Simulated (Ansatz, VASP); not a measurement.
Given: the input of a run of VASP 6.6.1 on Au.

File INCAR:

```
SYSTEM = Au
ALGO = Normal
EDIFF = 1E-7
ENCUT = 520
GGA = PE
ISIF = 2
ISMEAR = -1
LASPH = .TRUE.
LCHARG = .FALSE.
LREAL = .FALSE.
LWAVE = .FALSE.
NBANDS = 12
NELM = 80
PREC = Accurate
SIGMA = 0.05
```

Contents of KPOINTS:

```
k-points
0
G
  11 11 11
  0 0 0
```

Contents of POSCAR:

```
Au
1.0
   -1.6790776720      1.6790776720      1.6790776720
    1.6790776720     -1.6790776720      1.6790776720
    1.6790776720      1.6790776720     -1.6790776720
Au
1
Direct
    0.0000000000      0.0000000000      0.0000000000
```

Potentials or basis: VASP PAW PBE potentials, release 64 (Au).

Launch:

```bash
$ cat potpaw_PBE.64/Au/POTCAR > POTCAR
$ mpirun -np 1 vasp_std > vasp.out
```

Q: Translate it to Ansatz 0.2.0. Potentials there: all-electron LAPW, scalar-relativistic.

A: As run (the cutoff follows the program's own potentials):

input.yaml

```yaml
crystal:
  lattice:
    - [-1.679077672, 1.679077672, 1.679077672]
    - [1.679077672, -1.679077672, 1.679077672]
    - [1.679077672, 1.679077672, -1.679077672]
  atoms:
    - { symbol: Au, position: [0.0, 0.0, 0.0] }
kpoints:
  mp_grid: { grid: [11, 11, 11] }
scf:
  occupations: { method: fermi_dirac, width: 0.05 }
hamiltonian:
  xc: pbe
  pseudopotentials: { kind: all_electron, lapw: { basis_error: 0.0005 } }
output:
  forces: true
  stress: true
  eigenvalues: true
```

Potentials or basis: all-electron LAPW, scalar-relativistic.

Command:

```sh
$ ansatz run input.yaml --threads 1 --pin off --max-ram 3072MiB --backend cpu --events-out ev --progress --plain --runs-dir out
```

Both were run:

|  | VASP | Ansatz | Ansatz less VASP |
| --- | --- | --- | --- |
| gap on the k mesh at the Fermi level (eV) | none | none | - |
| pressure (GPa) | -5.6 | -5.4 | +0.17 |

A gap of «none» marks a metal or a gap that the smearing closes. Ansatz ran all-electron here, and VASP with PAW potentials.

Spin-orbit coupling is off throughout.
